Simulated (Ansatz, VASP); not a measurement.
**ZnS: VASP beside Ansatz**

The input INCAR:

```
SYSTEM = ZnS
  ALGO = Normal
  EDIFF = 1E-6
  ENCUT = 500
  GGA = PE
  GGA_COMPAT = .FALSE.
  ISIF = 2
  ISMEAR = 0
  LASPH = .TRUE.
  LCHARG = .FALSE.
  LREAL = .FALSE.
  LWAVE = .FALSE.
  NBANDS = 16
  NELM = 120
  PREC = Accurate
  SIGMA = 0.02
```

File KPOINTS:

```
k-points
0
G
  8 8 8
  0 0 0
```

POSCAR

```
ZnS
1.0
    0.0000000000      2.7218243434      2.7218243434
    2.7218243434      0.0000000000      2.7218243434
    2.7218243434      2.7218243434      0.0000000000
Zn S
1 1
Direct
    0.0000000000      0.0000000000      0.0000000000
    0.2500000000      0.2500000000      0.2500000000
```

Input for Ansatz:

```yaml
crystal:
  lattice:
    - [0.0, 2.721824344, 2.721824344]
    - [2.721824344, 0.0, 2.721824344]
    - [2.721824344, 2.721824344, 0.0]
  atoms:
    - { symbol: Zn, position: [0.0, 0.0, 0.0] }
    - { symbol: S, position: [0.25, 0.25, 0.25] }
basis:
  ecutwfc: 420
kpoints:
  mp_grid: { grid: [8, 8, 8] }
  band_path:
    path:
      - [[0.0, 0.0, 0.0], [-0.5, -0.5, 0.0], [-0.375, -0.375, 0.25]]
      - [[-0.375, 0.0, 0.375], [0.0, 0.0, 0.0], [0.0, 0.0, 0.5], [-0.5, -0.25, 0.25], [-0.5, -0.5, 0.0]]
    npoints: 10
hamiltonian:
  xc: pbe
  pseudopotentials: { kind: paw, azcp: { folder: soft_1 } }
scf:
  occupations: { method: gaussian, width: 0.02 }
  n_extra_bands: 7
output:
  forces: true
  stress: true
  eigenvalues: true
```

Alike in both runs: task single point; functional PBE; k mesh 8 × 8 × 8; occupations gaussian, width 0.02 eV; no spin polarisation.

|  | VASP | Ansatz |
| --- | --- | --- |
| version | VASP 6.6.1 | Ansatz 0.2.0 |
| potentials or method | VASP PAW PBE potentials, release 64 (Zn, S), cutoff 500 eV | scalar-relativistic, plane waves, PAW |
| valence electrons in the cell | 18 | 18 |

```tsv
	VASP	Ansatz	Ansatz less VASP
gap on the k mesh at the Fermi level (eV)	2.02	2.01	-0.007
least direct gap on the mesh (eV)	2.02	2.01	-0.007
pressure (GPa)	0.1	0.0	-0.13
```

The functional is the same, so the differences come from potentials, cutoffs and numerics.
